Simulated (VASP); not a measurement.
# HfC5 (P-62m) in VASP: single point with PBE

Aim: the single point of HfC5 with PBE.

Everything below comes from runs of VASP 6.6.1. Logs are shortened: lines on timing, memory, paths and dates and some standing lists are left out, and cuts for length are marked.

## (1) The cell of the first run

The structure is hexagonal, space group P-62m (No. 189). The conventional cell has a = 4.596 Å, b = 4.596 Å, c = 3.161 Å, α = 90.00°, β = 90.00°, γ = 120.00°. Hf (site symmetry -62m) has 24 C at 2.31 to 3.31 Å and 2 Hf at 3.16 Å within 3.4 Å. C (site symmetry m2m) has 2 C at 1.46 Å within 2.0 Å. C (site symmetry -6) has 3 C at 1.46 Å within 2.0 Å.

The cell was built from a structure type or drawn by symmetry, and may not be a known phase.

## (2) Single point, PBE

Input file INCAR:

```
PREC     = Accurate       # precision mode
ENCUT    = 520            # plane-wave cutoff, eV
EDIFF    = 1E-7           # SCF threshold, eV
ISMEAR   = 0              # smearing method
SIGMA    = 0.1            # smearing width, eV
LREAL    = F              # projectors in reciprocal space
LASPH    = T              # aspherical terms in the spheres
NELM     = 60             # most SCF steps
ALGO     = Normal         # electronic algorithm
ISIF     = 2              # what is computed and relaxed
LWAVE    = F              # write WAVECAR
LCHARG   = F              # write CHGCAR
GGA      = PE             # functional
NBANDS   = 24             # bands
```

Input file KPOINTS:

```
Automatic mesh
0
Gamma
  12 12 10
```

Input file POSCAR:

```
HfC5
1.0
    4.5959837478      0.0000000000      0.0000000000
   -2.2979918739      3.9802386810      0.0000000000
    0.0000000000      0.0000000000      3.1607253335
Hf C
1 5
Direct
    0.0000000000      0.0000000000      0.5000000000
    0.6333981478      0.0000000000      0.0000000000
    0.0000000000      0.6333981478      0.0000000000
    0.3666018522      0.3666018522      0.0000000000
    0.3333333333      0.6666666667      0.0000000000
    0.6666666667      0.3333333333      0.0000000000
```

Potentials or basis: VASP PAW PBE potentials, release 64 (Hf_pv, C).

Run with:

```sh
$ cat potpaw_PBE.64/Hf_pv/POTCAR potpaw_PBE.64/C/POTCAR > POTCAR
$ mpirun -np 1 vasp_std > vasp.out
```

OUTCAR:

```text
PREC = Accurate
   ENCUT = 520
   EDIFF = 1E-7
   ISMEAR = 0
   LREAL = F
   LASPH = T
   NELM = 60
   ISIF = 2
   GGA = PE

 ion  position               nearest neighbor table
   1  0.000  0.000  0.500-   2 2.31   2 2.31   4 2.31   3 2.31   3 2.31   4 2.31
   2  0.633  0.000  0.000-   6 1.46   5 1.46   1 2.31   1 2.31
   3  0.000  0.633  0.000-   5 1.46   6 1.46   1 2.31   1 2.31
   4  0.367  0.367  0.000-   6 1.46   5 1.46   1 2.31   1 2.31
   5  0.333  0.667  0.000-   3 1.46   2 1.46   4 1.46
   6  0.667  0.333  0.000-   2 1.46   3 1.46   4 1.46

  LATTYP: Found a hexagonal cell.
 ALAT       =     4.5959837478
 C/A-ratio  =     0.6877146454

  Lattice vectors:

 A1 = (   4.5959837478,   0.0000000000,   0.0000000000)
 A2 = (  -2.2979918739,   3.9802386810,   0.0000000000)
 A3 = (   0.0000000000,   0.0000000000,   3.1607253335)

Analysis of symmetry for initial positions (statically):
=====================================================================
 Subroutine PRICEL returns:
 Original cell was already a primitive cell.

 Routine SETGRP: Setting up the symmetry group for a
 hexagonal supercell.

 Subroutine GETGRP returns: Found 12 space group operations
 (whereof 12 operations were pure point group operations)
 out of a pool of 24 trial point group operations.

The static configuration has the point symmetry D_3h.

Analysis of symmetry for dynamics (positions and initial velocities):
=====================================================================
 Subroutine PRICEL returns:
 Original cell was already a primitive cell.

 Routine SETGRP: Setting up the symmetry group for a
 hexagonal supercell.

 Subroutine GETGRP returns: Found 12 space group operations
 (whereof 12 operations were pure point group operations)
 out of a pool of 24 trial point group operations.

The dynamic configuration has the point symmetry D_3h.

 Subroutine INISYM returns: Found 12 space group operations
 (whereof 12 operations are pure point group operations),
 and found     1 'primitive' translations

----------------------------------------------------------------------------------------

                                     Primitive cell

  volume of cell :      57.8195

  direct lattice vectors                    reciprocal lattice vectors
     4.595983748  0.000000000  0.000000000     0.217581274  0.125620607  0.000000000
    -2.297991874  3.980238681  0.000000000     0.000000000  0.251241214  0.000000000
[... 98 lines left out ...]
   NFREE  =      0    steps in history (QN), initial steepest desc. (CG)
   ISIF   =      2    stress and relaxation
   ISYM   =      2    0-nonsym 1-usesym 2-fastsym
   POTIM  = 0.5000    time-step for ionic-motion
   TEBEG  =    0.0;   TEEND  =   0.0 temperature during run
   PSTRESS=    0.0 pullay stress
   NELECT =      30.0000    total number of electrons
   NUPDOWN=      -1.0000    fix difference up-down
   EMIN   =  10.00;   EMAX   =-10.00  energy-range for DOS
   EFERMI =   0.00;   METHOD = LEGACY
   ISMEAR =     0;   SIGMA  =   0.10  broadening in eV -4-tet -1-fermi 0-gaus
   EFERMI_NEDOS =   21; number of points for ismear=-14 and -15
   IALGO  =     38    algorithm
   IMIX   =      4    mixing-type and parameters
     AMIX     =   0.40;   BMIX     =  1.00
     AMIX_MAG =   1.60;   BMIX_MAG =  1.00
  volume/ion in A,a.u.               =       9.64        65.03
  Fermi-wavevector in a.u.,A,eV,Ry     =   1.315499  2.485932 23.545387  1.730537
  Thomas-Fermi vector in A             =   2.445677
   LORBIT       =      0    0 simple, 1 ext, 2 COOP (PROOUT), +10 PAW based schemes
   GGA     = PE    functional components
   LHFCALC =     F    Hartree Fock is set to
   AEXX    =    0.0000 exact exchange contribution
   IVDW    =     0    specifies the selected vdW correction
   LEPSILON=     F    determine dielectric tensor
   LRPA    =     F    only Hartree local field effects (RPA)
 non-spin polarized calculation
 Gauss-broadening in eV      SIGMA  =   0.10
  energy-cutoff  :      520.00
  volume of cell :       57.82
 maximum number of plane-waves:      1584
 NGX is ok and might be reduce to    36
   NGX = 17   NGY = 17   NGZ = 11

 number of electron      29.9999998 magnetization

 Free energy of the ion-electron system (eV)
  ---------------------------------------------------
  ext. energy  EPLUGINS =         0.00000000
  ---------------------------------------------------
  free energy    TOTEN  =       -54.22415808 eV

  energy without entropy =      -54.22063037  energy(sigma->0) =      -54.22239423

 E-fermi :   5.9122     XC(G=0): -11.5258

 val. band max:        5.9113273541   @ k =   0.0833   0.0000   0.2000
 cond. band min:       5.9642622159   @ k =   0.3333   0.2500   0.1000
 fundamental gap:      0.0529348618
 Fermi energy:         5.9122297094

 k-point     1 :       0.0000    0.0000    0.0000
  band No.  band energies     occupation
      1     -24.7576      2.00000
      2     -24.7576      2.00000
      3     -24.0806      2.00000
      4     -11.7919      2.00000
      5      -7.0611      2.00000
      6      -5.8250      2.00000
[... 637 lines left out ...]
     23      13.9166      0.00000
     24      14.9890      0.00000

 [... further k-points ...]

------------------------ aborting loop because EDIFF is reached ----------------------------------------

  FORCE on cell =-STRESS in cart. coord.  units (eV):
  Direction    XX          YY          ZZ          XY          YZ          ZX
  --------------------------------------------------------------------------------------
  -------------------------------------------------------------------------------------
  Total       -0.0573197     -0.0573197     -0.3237763      0.0000000      0.0000000      0.0000000
  in kB       -1.5883291     -1.5883291     -8.9718348      0.0000000      0.0000000      0.0000000
  external PRESSURE =      -4.0494977 kB  Pullay stress =       0.0000000 kB

 VOLUME and BASIS-vectors are now :
 -----------------------------------------------------------------------------
  energy-cutoff  :      520.00
  volume of cell :       57.82
      direct lattice vectors                 reciprocal lattice vectors
     4.595983748  0.000000000  0.000000000     0.217581274  0.125620607  0.000000000
    -2.297991874  3.980238681  0.000000000     0.000000000  0.251241214  0.000000000
     0.000000000  0.000000000  3.160725333     0.000000000  0.000000000  0.316383075

 POSITION                                       TOTAL-FORCE (eV/Angst)
 -----------------------------------------------------------------------------------
      0.00000      0.00000      1.58036        -0.000000     -0.000000      0.000000
      2.91109      0.00000      0.00000         0.069021      0.000000      0.000000
     -1.45554      2.52108      0.00000        -0.034510      0.059774      0.000000
      0.84245      1.45916      0.00000        -0.034510     -0.059774     -0.000000
     -0.00000      2.65349      0.00000         0.000000      0.000000      0.000000
      2.29799      1.32675      0.00000         0.000000     -0.000000      0.000000
 -----------------------------------------------------------------------------------
    total drift:                               -0.000000     -0.000000     -0.000000

  FREE ENERGIE OF THE ION-ELECTRON SYSTEM (eV)
  ---------------------------------------------------
  free  energy   TOTEN  =       -54.2241580760 eV

  energy  without entropy=      -54.2206303745  energy(sigma->0) =      -54.22239423
```

Run time: 2.3 min. Hardware: 1 thread of Intel Xeon Platinum 8488C (Sapphire Rapids), shared host; peak memory 0.27 GiB.

Results:

```yaml
Free_energy: -54.2242 eV
Pressure: -0.4 GPa
Largest_force: 0.069 eV/Å
Band_gap_on_the_k_mesh: zero (bands 15 and 16 overlap by 2.22 eV)
```

Forces in eV/Å, atoms in the order of the input:
```
Hf   0.000  0.000  0.000
C    0.069  0.000  0.000
C   -0.035  0.060  0.000
C   -0.035 -0.060  0.000
C    0.000  0.000  0.000
C    0.000  0.000  0.000
```

Stress tensor (GPa, compression positive):
```
-0.16  0.00  0.00
 0.00 -0.16  0.00
 0.00  0.00 -0.90
```

Levels at points of the mesh, in eV from the Fermi level:
| k point | band 13 | band 14 | band 15 | band 16 | band 17 | band 18 |
| --- | --- | --- | --- | --- | --- | --- |
| (0.00, 0.00, 0.00) | -0.50 | -0.32 | -0.32 | 0.50 | 0.91 | 3.19 |
| (0.50, 0.00, 0.00) | -1.75 | -0.49 | -0.16 | 1.74 | 2.19 | 3.16 |
| (0.00, 0.00, 0.50) | -2.10 | -1.86 | -1.33 | -1.33 | 4.67 | 4.67 |
| (0.50, 0.00, 0.50) | -2.37 | -2.37 | -2.18 | 1.32 | 1.51 | 3.86 |

Caveat: spin-orbit coupling is left out, which moves the levels of the heavy elements.
